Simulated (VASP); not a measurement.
# Mg3ZnC (I4mm) in VASP: a series of runs, part 3 of 3

VASP 6.6.1. Earlier steps stand in the parts before.

### 4 Relaxation of cell and atoms, PBE

This run uses another cell than the first one, of 17.60 Å³/atom.

File INCAR:

```
SYSTEM = Mg3ZnC
PREC = Accurate ; ENCUT = 600
EDIFF = 1E-7 ; ISMEAR = 0
SIGMA = 0.1 ; LREAL = .FALSE.
LASPH = .TRUE. ; NELM = 100
ALGO = Normal ; ISIF = 3
LWAVE = .FALSE. ; LCHARG = .FALSE.
GGA = PE ; IBRION = 2
NSW = 100 ; EDIFFG = -0.01
```

File KPOINTS:

```
Automatic mesh
0
G
  12 12 12
  0 0 0
```

File POSCAR:

```
Mg3ZnC
1.0
   -2.1779633100      2.1779633100      4.6369878341
    2.1779633100     -2.1779633100      4.6369878341
    2.1779633100      2.1779633100     -4.6369878341
Mg Zn C
3 1 1
Direct
    0.9387509542      0.4387509542      0.5000000000
    0.4387509542      0.9387509542      0.5000000000
    0.6661067419      0.6661067419      0.0000000000
    0.2061497862      0.2061497862      0.0000000000
    0.4308415634      0.4308415634      0.0000000000
```

Potentials or basis: VASP PAW PBE potentials, release 64 (Mg, Zn, C).

Started as:

```
cat potpaw_PBE.64/Mg/POTCAR potpaw_PBE.64/Zn/POTCAR potpaw_PBE.64/C/POTCAR > POTCAR
mpirun -np 1 vasp_std > vasp.out
```

OUTCAR:

```text
SYSTEM = Mg3ZnC
   PREC = Accurate
   ENCUT = 600
   EDIFF = 1E-7
   ISMEAR = 0
   LREAL = .FALSE.
   LASPH = .TRUE.
   NELM = 100
   ISIF = 3
   GGA = PE
   IBRION = 2
   NSW = 100
   EDIFFG = -0.01

 ion  position               nearest neighbor table
   1  0.939  0.439  0.500-   5 2.18   5 2.18   3 3.03   3 3.03   4 3.07   4 3.07   2 3.08   2 3.08
                             2 3.08   2 3.08   4 3.30   4 3.30   3 3.34   3 3.34
   2  0.439  0.939  0.500-   5 2.18   5 2.18   3 3.03   3 3.03   4 3.07   4 3.07   1 3.08   1 3.08
                             1 3.08   1 3.08   4 3.30   4 3.30   3 3.34   3 3.34
   3  0.666  0.666  0.000-   5 2.18   2 3.03   1 3.03   2 3.03   1 3.03   4 3.10   4 3.10   4 3.10
                             4 3.10   2 3.34   2 3.34   1 3.34   1 3.34
   4  0.206  0.206  0.000-   5 2.08   1 3.07   2 3.07   2 3.07   1 3.07   3 3.10   3 3.10   3 3.10
                             3 3.10   2 3.30   1 3.30   1 3.30   2 3.30
   5  0.431  0.431  0.000-   4 2.08   2 2.18   1 2.18   1 2.18   2 2.18   3 2.18

  LATTYP: Found a body centered tetragonal cell.
 ALAT       =     4.3559266200
 C/A-ratio  =     2.1290477267

  Lattice vectors:

 A1 = (  -2.1779633100,   2.1779633100,   4.6369878341)
 A2 = (   2.1779633100,  -2.1779633100,   4.6369878341)
 A3 = (   2.1779633100,   2.1779633100,  -4.6369878341)

Analysis of symmetry for initial positions (statically):
=====================================================================
 Subroutine PRICEL returns:
 Original cell was already a primitive cell.

 Routine SETGRP: Setting up the symmetry group for a
 body centered tetragonal supercell.

 Subroutine GETGRP returns: Found  8 space group operations
 (whereof  8 operations were pure point group operations)
 out of a pool of 16 trial point group operations.

The static configuration has the point symmetry C_4v.

Analysis of symmetry for dynamics (positions and initial velocities):
=====================================================================
 Subroutine PRICEL returns:
 Original cell was already a primitive cell.

 Routine SETGRP: Setting up the symmetry group for a
 body centered tetragonal supercell.

 Subroutine GETGRP returns: Found  8 space group operations
 (whereof  8 operations were pure point group operations)
 out of a pool of 16 trial point group operations.

The dynamic configuration has the point symmetry C_4v.

 Subroutine INISYM returns: Found  8 space group operations
 (whereof  8 operations are pure point group operations),
 and found     1 'primitive' translations

----------------------------------------------------------------------------------------

                                     Primitive cell

  volume of cell :      87.9827

  direct lattice vectors                    reciprocal lattice vectors
    -2.177963310  2.177963310  4.636987834     0.000000000  0.229572279  0.107828620
     2.177963310 -2.177963310  4.636987834     0.229572279  0.000000000  0.107828620
     2.177963310  2.177963310 -4.636987834     0.229572279  0.229572279  0.000000000

  length of vectors
     5.566749908  5.566749908  5.566749908     0.253634466  0.253634466  0.324664230

  position of ions in fractional coordinates (direct lattice)
     0.938750954  0.438750954  0.500000000
     0.438750954  0.938750954  0.500000000
     0.666106742  0.666106742  0.000000000
     0.206149786  0.206149786  0.000000000
     0.430841563  0.430841563  0.000000000

  ion indices of the primitive-cell ions
   primitive index   ion index
                 1           1
                 2           2
[... 69 lines left out ...]
   ISPIN  =      1    spin polarized calculation?
   LNONCOLLINEAR =      F non collinear calculations
   LSORBIT =      F    spin-orbit coupling
   LASPH  =      T    aspherical Exc in radial PAW
   ENCUT  =  600.0 eV  44.10 Ry    6.64 a.u.  11.12 11.12 11.12*2*pi/ulx,y,z
   NELM   =    100;   NELMIN=  2; NELMDL= -5     # of ELM steps
   EDIFF  = 0.1E-06   stopping-criterion for ELM
   LREAL  =      F    real-space projection
   EDIFFG = -.1E-01   stopping-criterion for IOM
   NSW    =    100    number of steps for IOM
   IBRION =      2    ionic relax: 0-MD 1-quasi-New 2-CG
   NFREE  =      1    steps in history (QN), initial steepest desc. (CG)
   ISIF   =      3    stress and relaxation
   ISYM   =      2    0-nonsym 1-usesym 2-fastsym
   POTIM  = 0.5000    time-step for ionic-motion
   TEBEG  =    0.0;   TEEND  =   0.0 temperature during run
   PSTRESS=    0.0 pullay stress
   NELECT =      22.0000    total number of electrons
   NUPDOWN=      -1.0000    fix difference up-down
   EMIN   =  10.00;   EMAX   =-10.00  energy-range for DOS
   EFERMI =   0.00;   METHOD = LEGACY
   ISMEAR =     0;   SIGMA  =   0.10  broadening in eV -4-tet -1-fermi 0-gaus
   EFERMI_NEDOS =   21; number of points for ismear=-14 and -15
   IALGO  =     38    algorithm
   IMIX   =      4    mixing-type and parameters
     AMIX     =   0.40;   BMIX     =  1.00
     AMIX_MAG =   1.60;   BMIX_MAG =  1.00
  volume/ion in A,a.u.               =      17.60       118.75
  Fermi-wavevector in a.u.,A,eV,Ry     =   1.031375  1.949017 14.472992  1.063735
  Thomas-Fermi vector in A             =   2.165520
   LORBIT       =      0    0 simple, 1 ext, 2 COOP (PROOUT), +10 PAW based schemes
   GGA     = PE    functional components
   LHFCALC =     F    Hartree Fock is set to
   AEXX    =    0.0000 exact exchange contribution
   IVDW    =     0    specifies the selected vdW correction
   LEPSILON=     F    determine dielectric tensor
   LRPA    =     F    only Hartree local field effects (RPA)
 conjugate gradient relaxation of ions
 non-spin polarized calculation
 Gauss-broadening in eV      SIGMA  =   0.10
  energy-cutoff  :      600.00
  volume of cell :       87.98
 maximum number of plane-waves:      2964
 NGX is ok and might be reduce to    48
   NGX = 23   NGY = 23   NGZ = 23

--------------------------------------- Ionic step        1  -------------------------------------------

 number of electron      22.0000002 magnetization

 Free energy of the ion-electron system (eV)
  ---------------------------------------------------
  ext. energy  EPLUGINS =         0.00000000
  ---------------------------------------------------
  free energy    TOTEN  =       -13.60526866 eV

  energy without entropy =      -13.59296189  energy(sigma->0) =      -13.59911528

------------------------ aborting loop because EDIFF is reached ----------------------------------------

  FORCE on cell =-STRESS in cart. coord.  units (eV):
  Direction    XX          YY          ZZ          XY          YZ          ZX
  --------------------------------------------------------------------------------------
  -------------------------------------------------------------------------------------
  Total       -0.0015421     -0.0015421     -0.1044595      0.0000000      0.0000000      0.0000000
  in kB       -0.0280819     -0.0280819     -1.9022239      0.0000000      0.0000000      0.0000000
  external PRESSURE =      -0.6527959 kB  Pullay stress =       0.0000000 kB
[... 299 lines left out ...]
--------------------------------------- Ionic step        9  -------------------------------------------

 number of electron      21.9999997 magnetization

 Free energy of the ion-electron system (eV)
  ---------------------------------------------------
  ext. energy  EPLUGINS =         0.00000000
  ---------------------------------------------------
  free energy    TOTEN  =       -13.60623549 eV

  energy without entropy =      -13.59479899  energy(sigma->0) =      -13.60051724

 E-fermi :   2.9302     XC(G=0):  -9.3688

 val. band max:        2.9274595480   @ k =  -0.1667   0.1667   0.0000
 cond. band min:       2.9480500774   @ k =  -0.3333   0.5000   0.3333
 fundamental gap:      0.0205905295
 Fermi energy:         2.9302356229

 k-point     1 :       0.0000    0.0000    0.0000
  band No.  band energies     occupation
      1      -8.0302      2.00000
      2      -4.2008      2.00000
      3      -4.1491      2.00000
      4      -4.1043      2.00000
      5      -4.0946      2.00000
      6      -4.0946      2.00000
      7      -1.6130      2.00000
      8      -0.3116      2.00000
      9       0.7993      2.00000
     10       0.7993      2.00000
     11       3.6152      0.00000
     12       4.3780      0.00000
     13       4.3780      0.00000
     14       5.0426      0.00000
[... 401 lines left out ...]
      2      -4.1487      2.00000
      3      -4.1468      2.00000
      4      -4.1128      2.00000
      5      -4.0867      2.00000
      6      -4.0214      2.00000
      7      -2.2375      2.00000
      8      -0.8202      2.00000
      9       0.1281      2.00000
     10       0.9890      2.00000
     11       2.4218      2.00000
     12       3.4167      0.00000
     13       4.5190      0.00000
     14       6.2827      0.00000
     15       6.8449      0.00000

 [... further k-points ...]
[... 5 lines left out ...]
  --------------------------------------------------------------------------------------
  -------------------------------------------------------------------------------------
  Total       -0.0059869     -0.0059869      0.0021822      0.0000000     -0.0000000      0.0000000
  in kB       -0.1095491     -0.1095491      0.0399298      0.0000000     -0.0000000      0.0000000
  external PRESSURE =      -0.0597228 kB  Pullay stress =       0.0000000 kB
[... 20 lines left out ...]
  FREE ENERGIE OF THE ION-ELECTRON SYSTEM (eV)
  ---------------------------------------------------
  free  energy   TOTEN  =       -13.6062354877 eV

  energy  without entropy=      -13.5947989911  energy(sigma->0) =      -13.60051724

 reached required accuracy - stopping structural energy minimisation
```

CONTCAR:

```text
Mg3ZnC
   1.00000000000000
    -2.1808800616624575    2.1808800616624575    4.6023267250041986
     2.1808800616624575   -2.1808800616624575    4.6023267250041986
     2.1808800616624575    2.1808800616624575   -4.6023267250041986
  Mg              Zn              C
     3     1     1
Direct
     0.9390633696813104    0.4390633696813102    0.5000000000000000
     0.4390633696813102    0.9390633696813104    0.5000000000000000
     0.6675612440611893    0.6675612440611893    0.0000000000000000
     0.2041658444430313    0.2041658444430313    0.0000000000000000
     0.4307461720331697    0.4307461720331697    1.0000000000000000

  0.00000000E+00  0.00000000E+00  0.00000000E+00
  0.00000000E+00  0.00000000E+00  0.00000000E+00
  0.00000000E+00  0.00000000E+00  0.00000000E+00
  0.00000000E+00  0.00000000E+00  0.00000000E+00
  0.00000000E+00  0.00000000E+00  0.00000000E+00
```

Wall time 14 min (1 thread of Intel Xeon 6975P-C (Granite Rapids), shared host); peak memory 0.59 GiB.

Results:

```yaml
Free_energy: -13.6062 eV
Relaxed_volume: 17.51 Å³/atom
Relaxed_cell: a = 5.540 Å, b = 5.540 Å, c = 5.540 Å, α = 133.64°, β = 133.64°, γ = 67.66°
Space_group_after_relaxing_to_0.1_Å: I4mm (No. 107)
Energy_gained_by_relaxing: 0.2 meV/atom
Ionic_steps: 9
Pressure_after_relaxing: 0.0 GPa
Largest_force_after_relaxing: 0.005 eV/Å
Band_gap_on_the_k_mesh: zero (bands 11 and 12 overlap by 1.60 eV)
```

Forces on the atoms (eV/Å):
```
Mg   0.000  0.000  0.000
Mg   0.000  0.000  0.000
Mg   0.000  0.000  0.002
Zn   0.000  0.000 -0.005
C    0.000  0.000  0.004
```

The path:
```
step  energy change (eV)  largest force (eV/Å)  pressure (GPa)  volume (Å³)
   1              0.0000                0.0431           -0.07        87.98
   2             -0.0002                0.0348           -0.03        87.89
   3             -0.0005                0.0502            0.10        87.62
   4             -0.0007                0.0397            0.05        87.63
   5             -0.0008                0.0306           -0.04        87.67
   6             -0.0009                0.0155           -0.02        87.62
   7             -0.0009                0.0144            0.02        87.56
   8             -0.0009                0.0121            0.02        87.56
   9             -0.0010                0.0052           -0.01        87.56
```

Final structure:
```
Mg Zn C
1.0
    -2.18088    2.18088    4.60233
     2.18088   -2.18088    4.60233
     2.18088    2.18088   -4.60233
Mg Zn C
3 1 1
Direct
  0.93906 0.43906 0.50000
  0.43906 0.93906 0.50000
  0.66756 0.66756 0.00000
  0.20417 0.20417 0.00000
  0.43075 0.43075 0.00000
```

### 5 Summary

| task | cell | k mesh | cutoff (eV) | gap on the mesh (eV) | pressure (GPa) | relaxed volume (Å³/atom) | largest force (eV/Å) |
| --- | --- | --- | --- | --- | --- | --- | --- |
| relaxation of cell and atoms | relaxed from a = 5.808 Å, angles 138.7, 138.7, 59.9°, 5 atoms, atomic positions A | 6 × 6 × 6 | 600 | none | -0.1 | 17.62 | 0.01 |
| single point | a = 5.545 Å, angles 133.6, 133.6, 67.7°, 5 atoms, atomic positions B | 12 × 12 × 12 | 520 | none | -0.1 | - | 0.03 |
| relaxation of cell and atoms | relaxed from a = 5.567 Å, angles 133.9, 133.9, 67.2°, 5 atoms, atomic positions C | 12 × 12 × 12 | 600 | none | 0.0 | 17.51 | 0.01 |

Alike in all rows: level PBE; potentials or basis VASP PAW PBE potentials, release 64 (Mg, Zn, C); no spin polarisation; smearing gaussian 0.1 eV.

Total energies depend on the potentials used, so only differences within one code and one set of settings carry meaning.

The gap in the log of VASP goes by the Fermi energy; the results here count the filled bands.